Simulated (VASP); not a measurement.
# NaF (Fm-3m) in VASP: single point with PBE0

Aim: the single point of NaF with PBE0.

All numbers are computed with VASP 6.6.1; they aren't measurements. Logs are shortened: lines on timing, memory, paths and dates and some standing lists are left out, and cuts for length are marked.

**1. The cell of the first run**

It takes space group Fm-3m (No. 225, cubic). Conventional cell: a = 4.594 Å, b = 4.594 Å, c = 4.594 Å, α = 90.00°, β = 90.00°, γ = 90.00°. Na (site symmetry m-3m) has 6 F at 2.30 Å within 3.0 Å. Within 3.0 Å of F (site symmetry m-3m) lie 6 Na at 2.30 Å.

**2. Single point, PBE0**

The input, POSCAR:

```
NaF
1.0
    0.0000000000      2.2971680762      2.2971680762
    2.2971680762      0.0000000000      2.2971680762
    2.2971680762      2.2971680762      0.0000000000
Na F
1 1
Direct
    0.0000000000      0.0000000000      0.0000000000
    0.5000000000      0.5000000000      0.5000000000
```

The input, INCAR.step1:

```
PREC = Accurate ; ENCUT = 520
EDIFF = 1E-5 ; ISMEAR = 0
SIGMA = 0.01 ; LREAL = False
LASPH = True ; NELM = 100
ALGO = Normal ; ISIF = 2
LWAVE = True ; LCHARG = False
NBANDS = 14 ; GGA = PE
```

The input, INCAR.step2:

```
PREC = Accurate ; ENCUT = 520
EDIFF = 1E-6 ; ISMEAR = 0
SIGMA = 0.01 ; LREAL = False
LASPH = True ; NELM = 100
ALGO = Normal ; ISIF = 2
LWAVE = False ; LCHARG = False
GGA = PE ; LHFCALC = True
AEXX = 0.25 ; PRECFOCK = Normal
NBANDS = 14 ; ISTART = 1
```

The input, KPOINTS:

```
Automatic mesh
0
Gamma
  6 6 6
```

Potentials or basis: VASP PAW PBE potentials, release 64 (Na_pv, F).

Run with:

```sh
> cat potpaw_PBE.64/Na_pv/POTCAR potpaw_PBE.64/F/POTCAR > POTCAR
> cp INCAR.step1 INCAR
> mpirun -np 1 vasp_std > vasp.out
> cp INCAR.step2 INCAR
> mpirun -np 1 vasp_std > vasp.out
```

OUTCAR:

```text
PREC = Accurate
   ENCUT = 520
   EDIFF = 1E-6
   ISMEAR = 0
   LREAL = False
   LASPH = True
   NELM = 100
   ISIF = 2
   GGA = PE
   LHFCALC = True
   AEXX = 0.25
   PRECFOCK = Normal
   ISTART = 1

 ion  position               nearest neighbor table
   1  0.000  0.000  0.000-   2 2.30   2 2.30   2 2.30   2 2.30   2 2.30   2 2.30
   2  0.500  0.500  0.500-   1 2.30   1 2.30   1 2.30   1 2.30   1 2.30   1 2.30

  LATTYP: Found a face centered cubic cell.
 ALAT       =     4.5943361524

  Lattice vectors:

 A1 = (   0.0000000000,   2.2971680762,   2.2971680762)
 A2 = (   2.2971680762,   0.0000000000,   2.2971680762)
 A3 = (   2.2971680762,   2.2971680762,   0.0000000000)

Analysis of symmetry for initial positions (statically):
=====================================================================
 Subroutine PRICEL returns:
 Original cell was already a primitive cell.

 Routine SETGRP: Setting up the symmetry group for a
 face centered cubic supercell.

 Subroutine GETGRP returns: Found 48 space group operations
 (whereof 48 operations were pure point group operations)
 out of a pool of 48 trial point group operations.

The static configuration has the point symmetry O_h .

Analysis of symmetry for dynamics (positions and initial velocities):
=====================================================================
 Subroutine PRICEL returns:
 Original cell was already a primitive cell.

 Routine SETGRP: Setting up the symmetry group for a
 face centered cubic supercell.

 Subroutine GETGRP returns: Found 48 space group operations
 (whereof 48 operations were pure point group operations)
 out of a pool of 48 trial point group operations.

The dynamic configuration has the point symmetry O_h .

 Subroutine INISYM returns: Found 48 space group operations
 (whereof 48 operations are pure point group operations),
 and found     1 'primitive' translations

----------------------------------------------------------------------------------------

                                     Primitive cell

  volume of cell :      24.2442

  direct lattice vectors                    reciprocal lattice vectors
     0.000000000  2.297168076  2.297168076    -0.217659302  0.217659302  0.217659302
     2.297168076  0.000000000  2.297168076     0.217659302 -0.217659302  0.217659302
     2.297168076  2.297168076  0.000000000     0.217659302  0.217659302 -0.217659302

  length of vectors
[... 90 lines left out ...]
   IALGO  =     38    algorithm
   IMIX   =      1    mixing-type and parameters
     AMIX     =   0.40;   BMIX     =  1.00
     AMIX_MAG =   1.60;   BMIX_MAG =  1.00
  volume/ion in A,a.u.               =      12.12        81.80
  Fermi-wavevector in a.u.,A,eV,Ry     =   1.363269  2.576204 25.286442  1.858501
  Thomas-Fermi vector in A             =   2.489686
   LORBIT       =      0    0 simple, 1 ext, 2 COOP (PROOUT), +10 PAW based schemes
   GGA     = PE    functional components
   LHFCALC =     T    Hartree Fock is set to
   PRECFOCK=normal    Normal, Fast or Accurate (Low or Medium for compatibility)
   ENCUT4O =  -1.0   cutoff for four orbital integrals eV
   NKREDX  =     1    reduce k-point grid by
   NKREDY  =     1    reduce k-point grid by
   NKREDZ  =     1    reduce k-point grid by
   AEXX    =    0.2500 exact exchange contribution
   HFSCREEN=    0.0000 screening length (either q_TF or 0.3 A-1)
   HFSCREENC=   0.0000 screening length for correlation (either q_TF or 0.3 A-1)
   ENCUTFOCK=  -1.0 apply spherical cutoff to Coloumb kernel
   IVDW    =     0    specifies the selected vdW correction
   LEPSILON=     F    determine dielectric tensor
   LRPA    =     F    only Hartree local field effects (RPA)
 non-spin polarized calculation
 Gauss-broadening in eV      SIGMA  =   0.01
  energy-cutoff  :      520.00
  volume of cell :       24.24
 maximum number of plane-waves:       660
  NGX = 20; NGY = 20; NGZ = 20

 number of electron      13.9999992 magnetization

 Free energy of the ion-electron system (eV)
  ---------------------------------------------------
  ext. energy  EPLUGINS =         0.00000000
  ---------------------------------------------------
  free energy    TOTEN  =       -10.83654232 eV

  energy without entropy =      -10.83654232  energy(sigma->0) =      -10.83654232

 E-fermi :  -3.9063     XC(G=0):  -7.2212

 val. band max:       -4.0770969437   @ k =   0.0000   0.0000   0.0000
 cond. band min:       5.3031698404   @ k =   0.0000   0.0000   0.0000
 fundamental gap:      9.3802667841
 Fermi energy:        -3.9062604150

 k-point     1 :       0.0000    0.0000    0.0000
  band No.  band energies     occupation
      1     -24.8568      2.00000
      2     -24.3639      2.00000
      3     -24.3639      2.00000
      4     -24.3639      2.00000
      5      -4.0771      2.00000
      6      -4.0771      2.00000
      7      -4.0771      2.00000
      8       5.3032      0.00000
      9      18.2745      0.00000
     10      18.2745      0.00000
     11      18.2745      0.00000
     12      20.8996      0.00000
     13      23.6191      0.00000
     14      23.6191      0.00000
[... 241 lines left out ...]
      1     -24.9300      2.00000
      2     -24.4867      2.00000
      3     -24.4415      2.00000
      4     -24.0384      2.00000
      5      -5.2454      2.00000
      6      -4.7834      2.00000
      7      -4.6575      2.00000
      8      12.3543      0.00000
      9      12.4329      0.00000
     10      14.0154      0.00000
     11      17.3026      0.00000
     12      21.0920      0.00000
     13      25.7285      0.00000
     14      25.9354      0.00000

------------------------ aborting loop because EDIFF is reached ----------------------------------------

  FORCE on cell =-STRESS in cart. coord.  units (eV):
  Direction    XX          YY          ZZ          XY          YZ          ZX
  --------------------------------------------------------------------------------------
  -------------------------------------------------------------------------------------
  Total        0.2363163      0.2363163      0.2363163     -0.0000000     -0.0000000      0.0000000
  in kB       15.6169425     15.6169425     15.6169425     -0.0000000     -0.0000000      0.0000000
  external PRESSURE =      15.6169425 kB  Pullay stress =       0.0000000 kB

 VOLUME and BASIS-vectors are now :
 -----------------------------------------------------------------------------
  energy-cutoff  :      520.00
  volume of cell :       24.24
      direct lattice vectors                 reciprocal lattice vectors
     0.000000000  2.297168076  2.297168076    -0.217659302  0.217659302  0.217659302
     2.297168076  0.000000000  2.297168076     0.217659302 -0.217659302  0.217659302
     2.297168076  2.297168076  0.000000000     0.217659302  0.217659302 -0.217659302

 POSITION                                       TOTAL-FORCE (eV/Angst)
 -----------------------------------------------------------------------------------
      0.00000      0.00000      0.00000         0.000000      0.000000     -0.000000
      2.29717      2.29717      2.29717        -0.000000     -0.000000      0.000000
 -----------------------------------------------------------------------------------
    total drift:                                0.000000      0.000000      0.000000

  FREE ENERGIE OF THE ION-ELECTRON SYSTEM (eV)
  ---------------------------------------------------
  free  energy   TOTEN  =       -10.8365423218 eV

  energy  without entropy=      -10.8365423218  energy(sigma->0) =      -10.83654232
```

OUTCAR.step1:

```text
PREC = Accurate
   ENCUT = 520
   EDIFF = 1E-5
   ISMEAR = 0
   LREAL = False
[... 483 lines left out ...]
      0.00000      0.00000      0.00000         0.000000      0.000000      0.000000
      2.29717      2.29717      2.29717         0.000000      0.000000      0.000000
 -----------------------------------------------------------------------------------
    total drift:                                0.000000     -0.000000      0.000000

  FREE ENERGIE OF THE ION-ELECTRON SYSTEM (eV)
  ---------------------------------------------------
  free  energy   TOTEN  =        -8.5495642668 eV

  energy  without entropy=       -8.5495642668  energy(sigma->0) =       -8.54956427
```

Run time: 18 min. Hardware: 1 thread of Oxide Virtual Turin-like, shared host; peak memory 0.11 GiB.

What came out:

- Free energy: -10.8365 eV
- Pressure: 1.6 GPa
- Band gap on the k mesh: 9.38 eV

Levels at points of the mesh, in eV from the valence-band top:
```
           k point  band 4  band 5  band 6  band 7  band 8  band 9  band 10  band 11
(0.00, 0.00, 0.00)  -20.29    0.00    0.00    0.00    9.38   22.35    22.35    22.35
(0.50, 0.00, 0.00)  -19.56   -1.70   -0.29   -0.29   13.95   15.87    23.65    23.65
(0.50, 0.50, 0.00)  -20.34   -1.38   -0.45   -0.45   16.36   16.53    17.05    23.53
```

Caveat: the PAW data sets were made with another functional, which shifts forces and pressure a little.
